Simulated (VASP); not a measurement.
# Fe (Fd-3m) in VASP: notebook

Runs on Fe. Level: revPBE. Tasks: single point, relaxation of cell and atoms.

All numbers are computed with VASP 6.6.1; they aren't measurements. Logs are shortened: lines on timing, memory, paths and dates and some standing lists are left out, and cuts for length are marked.

## (1) The cell of the first run

The structure is cubic, space group Fd-3m (No. 227). The conventional cell has a = 5.094 Å, b = 5.094 Å, c = 5.094 Å, α = 90.00°, β = 90.00°, γ = 90.00°. Fe (site symmetry -43m) has 4 Fe at 2.21 Å within 2.9 Å.

## (2) Single point, revPBE (volume scaled by 1.12)

INCAR reads:

```
  PREC = Accurate
  ENCUT = 520
  EDIFF = 1E-6
  ISMEAR = -1
  SIGMA = 0.1
  LREAL = F
  LASPH = T
  NELM = 80
  ALGO = Normal
  ISIF = 2
  LWAVE = F
  LCHARG = F
  GGA = RE
  NBANDS = 15
```

KPOINTS reads:

```
Automatic mesh
0
Gamma
  13 13 13
```

POSCAR reads:

```
Fe
1.0
    0.0000000000      2.5471231111      2.5471231111
    2.5471231111      0.0000000000      2.5471231111
    2.5471231111      2.5471231111      0.0000000000
Fe
2
Direct
    0.1250000000      0.1250000000      0.1250000000
    0.8750000000      0.8750000000      0.8750000000
```

Potentials or basis: VASP PAW PBE potentials, release 64 (Fe).

The run is started by

```console
$ cat potpaw_PBE.64/Fe/POTCAR > POTCAR
$ mpirun -np 1 vasp_std > vasp.out
```

OUTCAR:

```text
PREC = Accurate
   ENCUT = 520
   EDIFF = 1E-6
   ISMEAR = -1
   LREAL = F
   LASPH = T
   NELM = 80
   ISIF = 2
   GGA = RE

 ion  position               nearest neighbor table
   1  0.125  0.125  0.125-   2 2.21   2 2.21   2 2.21   2 2.21
   2  0.875  0.875  0.875-   1 2.21   1 2.21   1 2.21   1 2.21

  LATTYP: Found a face centered cubic cell.
 ALAT       =     5.0942462222

  Lattice vectors:

 A1 = (   0.0000000000,   2.5471231111,   2.5471231111)
 A2 = (   2.5471231111,   0.0000000000,   2.5471231111)
 A3 = (   2.5471231111,   2.5471231111,   0.0000000000)

Analysis of symmetry for initial positions (statically):
=====================================================================
 Subroutine PRICEL returns:
 Original cell was already a primitive cell.

 Routine SETGRP: Setting up the symmetry group for a
 face centered cubic supercell.

 Subroutine GETGRP returns: Found 48 space group operations
 (whereof 12 operations were pure point group operations)
 out of a pool of 48 trial point group operations.

The static configuration has the point symmetry D_3d.
 The point group associated with its full space group is O_h .

Analysis of symmetry for dynamics (positions and initial velocities):
=====================================================================
 Subroutine PRICEL returns:
 Original cell was already a primitive cell.

 Routine SETGRP: Setting up the symmetry group for a
 face centered cubic supercell.

 Subroutine GETGRP returns: Found 48 space group operations
 (whereof 12 operations were pure point group operations)
 out of a pool of 48 trial point group operations.

The dynamic configuration has the point symmetry D_3d.
 The point group associated with its full space group is O_h .

 Subroutine INISYM returns: Found 48 space group operations
 (whereof 12 operations are pure point group operations),
 and found     1 'primitive' translations

----------------------------------------------------------------------------------------

                                     Primitive cell

  volume of cell :      33.0506

  direct lattice vectors                    reciprocal lattice vectors
     0.000000000  2.547123111  2.547123111    -0.196299895  0.196299895  0.196299895
     2.547123111  0.000000000  2.547123111     0.196299895 -0.196299895  0.196299895
     2.547123111  2.547123111  0.000000000     0.196299895  0.196299895 -0.196299895

[... 85 lines left out ...]
   EDIFFG = 0.1E-04   stopping-criterion for IOM
   NSW    =      0    number of steps for IOM
   IBRION =     -1    ionic relax: 0-MD 1-quasi-New 2-CG
   NFREE  =      0    steps in history (QN), initial steepest desc. (CG)
   ISIF   =      2    stress and relaxation
   ISYM   =      2    0-nonsym 1-usesym 2-fastsym
   POTIM  = 0.5000    time-step for ionic-motion
   TEBEG  =    0.0;   TEEND  =   0.0 temperature during run
   PSTRESS=    0.0 pullay stress
   NELECT =      16.0000    total number of electrons
   NUPDOWN=      -1.0000    fix difference up-down
   EMIN   =  10.00;   EMAX   =-10.00  energy-range for DOS
   EFERMI =   0.00;   METHOD = LEGACY
   ISMEAR =    -1;   SIGMA  =   0.10  broadening in eV -4-tet -1-fermi 0-gaus
   EFERMI_NEDOS =   21; number of points for ismear=-14 and -15
   IALGO  =     38    algorithm
   IMIX   =      4    mixing-type and parameters
     AMIX     =   0.40;   BMIX     =  1.00
     AMIX_MAG =   1.60;   BMIX_MAG =  1.00
  volume/ion in A,a.u.               =      16.53       111.52
  Fermi-wavevector in a.u.,A,eV,Ry     =   1.285449  2.429147 22.481987  1.652379
  Thomas-Fermi vector in A             =   2.417583
   LORBIT       =      0    0 simple, 1 ext, 2 COOP (PROOUT), +10 PAW based schemes
   GGA     = RE    functional components
   LHFCALC =     F    Hartree Fock is set to
   AEXX    =    0.0000 exact exchange contribution
   IVDW    =     0    specifies the selected vdW correction
   LEPSILON=     F    determine dielectric tensor
   LRPA    =     F    only Hartree local field effects (RPA)
 non-spin polarized calculation
  energy-cutoff  :      520.00
  volume of cell :       33.05
 maximum number of plane-waves:       911
   NGX = 13   NGY = 13   NGZ = 13

 number of electron      16.0000014 magnetization

 Free energy of the ion-electron system (eV)
  ---------------------------------------------------
  ext. energy  EPLUGINS =         0.00000000
  ---------------------------------------------------
  free energy    TOTEN  =       -13.02920440 eV

  energy without entropy =      -12.92992310  energy(sigma->0) =      -12.97956375

 E-fermi :   2.6564     XC(G=0): -10.7734

 val. band max:        2.6403767107   @ k =  -0.1538   0.1538   0.0000
 cond. band min:       2.6634775063   @ k =   0.4615   0.2308   0.0000
 fundamental gap:      0.0231007956
 Fermi energy:         2.6564341431

 k-point     1 :       0.0000    0.0000    0.0000
  band No.  band energies     occupation
      1      -3.3901      2.00000
      2       0.3762      2.00000
      3       0.3762      2.00000
      4       0.5506      2.00000
      5       0.5506      2.00000
      6       0.5506      2.00000
      7       2.3224      1.93160
      8       2.3224      1.93160
      9       2.3224      1.93160
     10       3.6440      0.00010
     11       3.6440      0.00010
     12      15.5898      0.00000
     13      15.5898      0.00000
     14      15.5898      0.00000
[... 401 lines left out ...]
      2      -0.0604      2.00000
      3       0.5389      2.00000
      4       0.5487      2.00000
      5       0.7867      2.00000
      6       1.0619      2.00000
      7       1.6137      1.99994
      8       2.7378      0.61428
      9       2.7577      0.53297
     10       3.3884      0.00132
     11       3.6946      0.00006
     12       5.4876      0.00000
     13      10.5375      0.00000
     14      10.6909      0.00000
     15      13.6858      0.00000

 [... further k-points ...]
[... 5 lines left out ...]
  --------------------------------------------------------------------------------------
  -------------------------------------------------------------------------------------
  Total       -2.7424497     -2.7424497     -2.7424497      0.0000000     -0.0000000      0.0000000
  in kB     -132.9442183   -132.9442183   -132.9442183      0.0000000     -0.0000000      0.0000000
  external PRESSURE =    -132.9442183 kB  Pullay stress =       0.0000000 kB

 VOLUME and BASIS-vectors are now :
 -----------------------------------------------------------------------------
  energy-cutoff  :      520.00
  volume of cell :       33.05
      direct lattice vectors                 reciprocal lattice vectors
     0.000000000  2.547123111  2.547123111    -0.196299895  0.196299895  0.196299895
     2.547123111  0.000000000  2.547123111     0.196299895 -0.196299895  0.196299895
     2.547123111  2.547123111  0.000000000     0.196299895  0.196299895 -0.196299895

 POSITION                                       TOTAL-FORCE (eV/Angst)
 -----------------------------------------------------------------------------------
      0.63678      0.63678      0.63678        -0.000000     -0.000000     -0.000000
      4.45747      4.45747      4.45747         0.000000      0.000000      0.000000
 -----------------------------------------------------------------------------------
    total drift:                                0.000000     -0.000000     -0.000000

  FREE ENERGIE OF THE ION-ELECTRON SYSTEM (eV)
  ---------------------------------------------------
  free  energy   TOTEN  =       -13.0292043992 eV

  energy  without entropy=      -12.9299230963  energy(sigma->0) =      -12.97956375
```

Wall time 18 s (1 thread of Intel Xeon Platinum 8559C (Emerald Rapids), shared host); peak memory 0.17 GiB.

What came out:

```yaml
Free_energy: -13.0292 eV
Pressure: -13.3 GPa
Band_gap_on_the_k_mesh: zero (band 8 reaches 2.97 eV, above the bottom of band 9 at 2.31 eV)
```

Caveat: the cell differs from its parent crystal (volume scaled by 1.12); the PAW data sets were made with another functional, which shifts forces and pressure a little; the run has no spin polarisation, though such a crystal can be magnetic. Spin polarisation is off, so any magnetic state and its effect on volume and gap are missing.

## (3) Single point, revPBE

This run uses another cell than the first one, of 14.75 Å³/atom, 0.893 times its volume.

INCAR reads:

```
PREC     = Accurate       # precision mode
ENCUT    = 520            # plane-wave cutoff, eV
EDIFF    = 1E-6           # SCF threshold, eV
ISMEAR   = -1             # smearing method
SIGMA    = 0.1            # smearing width, eV
LREAL    = F              # projectors in reciprocal space
LASPH    = T              # aspherical terms in the spheres
NELM     = 100            # most SCF steps
ALGO     = Normal         # electronic algorithm
ISIF     = 2              # what is computed and relaxed
LWAVE    = F              # write WAVECAR
LCHARG   = F              # write CHGCAR
GGA      = RE             # functional
NBANDS   = 15             # bands
```

KPOINTS reads:

```
regular mesh
0
Gamma
  18 18 18
```

POSCAR reads:

```
Fe
1.0
    0.0000000000      2.4526971635      2.4526971635
    2.4526971635      0.0000000000      2.4526971635
    2.4526971635      2.4526971635      0.0000000000
Fe
2
Direct
    0.1250000000      0.1250000000      0.1250000000
    0.8750000000      0.8750000000      0.8750000000
```

Potentials or basis: VASP PAW PBE potentials, release 64 (Fe).

The run is started by

```console
$ cat potpaw_PBE.64/Fe/POTCAR > POTCAR
$ mpirun -np 1 vasp_std > vasp.out
```

OUTCAR:

```text
PREC = Accurate
   ENCUT = 520
   EDIFF = 1E-6
   ISMEAR = -1
   LREAL = F
   LASPH = T
   NELM = 100
   ISIF = 2
   GGA = RE

 ion  position               nearest neighbor table
   1  0.125  0.125  0.125-   2 2.12   2 2.12   2 2.12   2 2.12
   2  0.875  0.875  0.875-   1 2.12   1 2.12   1 2.12   1 2.12

  LATTYP: Found a face centered cubic cell.
 ALAT       =     4.9053943270

  Lattice vectors:

[... 617 lines left out ...]
     15      17.0599      0.00000

 [... further k-points ...]

------------------------ aborting loop because EDIFF is reached ----------------------------------------

  FORCE on cell =-STRESS in cart. coord.  units (eV):
  Direction    XX          YY          ZZ          XY          YZ          ZX
  --------------------------------------------------------------------------------------
  -------------------------------------------------------------------------------------
  Total       -0.2398124     -0.2398124     -0.2398124      0.0000000     -0.0000000      0.0000000
  in kB      -13.0202823    -13.0202823    -13.0202823      0.0000000     -0.0000000      0.0000000
  external PRESSURE =     -13.0202823 kB  Pullay stress =       0.0000000 kB

 VOLUME and BASIS-vectors are now :
 -----------------------------------------------------------------------------
  energy-cutoff  :      520.00
  volume of cell :       29.51
      direct lattice vectors                 reciprocal lattice vectors
     0.000000000  2.452697163  2.452697163    -0.203857210  0.203857210  0.203857210
     2.452697163  0.000000000  2.452697163     0.203857210 -0.203857210  0.203857210
     2.452697163  2.452697163  0.000000000     0.203857210  0.203857210 -0.203857210

 POSITION                                       TOTAL-FORCE (eV/Angst)
 -----------------------------------------------------------------------------------
      0.61317      0.61317      0.61317         0.000000      0.000000      0.000000
      4.29222      4.29222      4.29222        -0.000000     -0.000000     -0.000000
 -----------------------------------------------------------------------------------
    total drift:                                0.000000     -0.000000     -0.000000

  FREE ENERGIE OF THE ION-ELECTRON SYSTEM (eV)
  ---------------------------------------------------
  free  energy   TOTEN  =       -13.2052512153 eV

  energy  without entropy=      -13.1189288651  energy(sigma->0) =      -13.16209004
```

It took 38 s on 1 thread of Intel Xeon Platinum 8559C (Emerald Rapids), shared host; peak memory 0.21 GiB.

Results:

```yaml
Free_energy: -13.2053 eV
Pressure: -1.3 GPa
Band_gap_on_the_k_mesh: zero (band 8 reaches 3.83 eV, above the bottom of band 9 at 3.14 eV)
```

Caveat: the PAW data sets were made with another functional, which shifts forces and pressure a little; the run has no spin polarisation, though such a crystal can be magnetic. Spin polarisation is off, so any magnetic state and its effect on volume and gap are missing.

## (4) Single point, revPBE

This run uses another cell than the first one, of 14.75 Å³/atom, 0.893 times its volume.

INCAR reads:

```
ALGO = Normal ; EDIFF = 1E-6
ENCUT = 600 ; GGA = RE
GGA_COMPAT = False ; ISIF = 2
ISMEAR = -1 ; LASPH = True
LCHARG = True ; LELF = True
LREAL = False ; LVHAR = True
LWAVE = False ; NBANDS = 15
NELM = 120 ; PREC = Accurate
SIGMA = 0.1
```

KPOINTS reads:

```
k-points
0
Gamma
  11 11 11
```

POSCAR is that of step 3.

The run is started by

```console
$ cat potpaw_PBE.64/Fe/POTCAR > POTCAR
$ mpirun -np 1 vasp_std > vasp.out
```

It took 41 s on 1 thread of AMD EPYC 7R43 (Zen 3), shared host; peak memory 0.13 GiB.

It converged, with:

```yaml
Free_energy: -13.2044 eV
Pressure: -1.4 GPa
Band_gap_on_the_k_mesh: zero (band 8 reaches 3.77 eV, above the bottom of band 9 at 3.14 eV)
```

Levels at points of the mesh, in eV from the Fermi level:
```tsv
k point	band 5	band 6	band 7	band 8	band 9	band 10	band 11	band 12
(0.00, 0.00, 0.00)	-2.39	-2.39	-0.39	-0.39	-0.39	1.18	1.18	14.07
```

Caveat: the PAW data sets were made with another functional, which shifts forces and pressure a little; the run has no spin polarisation, though such a crystal can be magnetic.

## (5) Relaxation of cell and atoms, revPBE

This run uses another cell than the first one, of 15.90 Å³/atom, 0.962 times its volume.

INCAR reads:

```
PREC = Accurate ; ENCUT = 600
EDIFF = 1E-7 ; ISMEAR = -1
SIGMA = 0.1 ; LREAL = F
LASPH = T ; NELM = 120
ALGO = Normal ; ISIF = 3
LWAVE = F ; LCHARG = F
GGA = RE ; IBRION = 2
NSW = 80 ; EDIFFG = -0.01
GGA_COMPAT = F ; NELMIN = 4
```

KPOINTS reads:

```
Automatic mesh
0
Gamma
  11 11 11
```

POSCAR reads:

```
Fe
1.0
    0.0000000000      2.5145090540      2.5145090540
    2.5145090540      0.0000000000      2.5145090540
    2.5145090540      2.5145090540      0.0000000000
Fe
2
Direct
    0.1250000000      0.1250000000      0.1250000000
    0.8750000000      0.8750000000      0.8750000000
```

The run is started by

```console
$ cat potpaw_PBE.64/Fe/POTCAR > POTCAR
$ mpirun -np 1 vasp_std > vasp.out
```

Wall time 97 s (1 thread of AMD EPYC 7R43 (Zen 3), shared host); peak memory 0.14 GiB.

It converged, with:

| Quantity | Value |
| --- | --- |
| Free energy | -13.2064 eV |
| Relaxed volume | 14.62 Å³/atom |
| Relaxed cell | a = 3.458 Å, b = 3.458 Å, c = 3.458 Å, α = 60.00°, β = 60.00°, γ = 60.00° |
| Space group after relaxing (to 0.05 Å) | Fd-3m (No. 227) |
| Energy gained by relaxing | 43.3 meV/atom |
| Ionic steps | 3 |
| Pressure after relaxing | -0.1 GPa |
| Band gap on the k mesh | zero (band 8 reaches 3.85 eV, above the bottom of band 9 at 3.21 eV) |

Step by step:
```
step  energy change (eV)  largest force (eV/Å)  pressure (GPa)  volume (Å³)
   1              0.0000                0.0000           -9.98        31.80
   2             -0.0335                0.0000           10.21        27.46
   3             -0.0866                0.0000           -0.08        29.24
```

Final structure:
```yaml
crystal:
  lattice:
    - [0.00000, 2.44516, 2.44516]
    - [2.44516, 0.00000, 2.44516]
    - [2.44516, 2.44516, 0.00000]
  atoms:
    - { symbol: Fe, position: [0.12500, 0.12500, 0.12500] }
    - { symbol: Fe, position: [0.87500, 0.87500, 0.87500] }
```

Levels at points of the mesh, in eV from the Fermi level:
| k point | band 5 | band 6 | band 7 | band 8 | band 9 | band 10 | band 11 | band 12 |
| --- | --- | --- | --- | --- | --- | --- | --- | --- |
| (0.00, 0.00, 0.00) | -2.42 | -2.42 | -0.39 | -0.39 | -0.39 | 1.20 | 1.20 | 14.16 |

Caveat: the PAW data sets were made with another functional, which shifts forces and pressure a little; the run has no spin polarisation, though such a crystal can be magnetic. Spin polarisation is off, so any magnetic state and its effect on volume and gap are missing.

(Continued in part 2 of 2.)
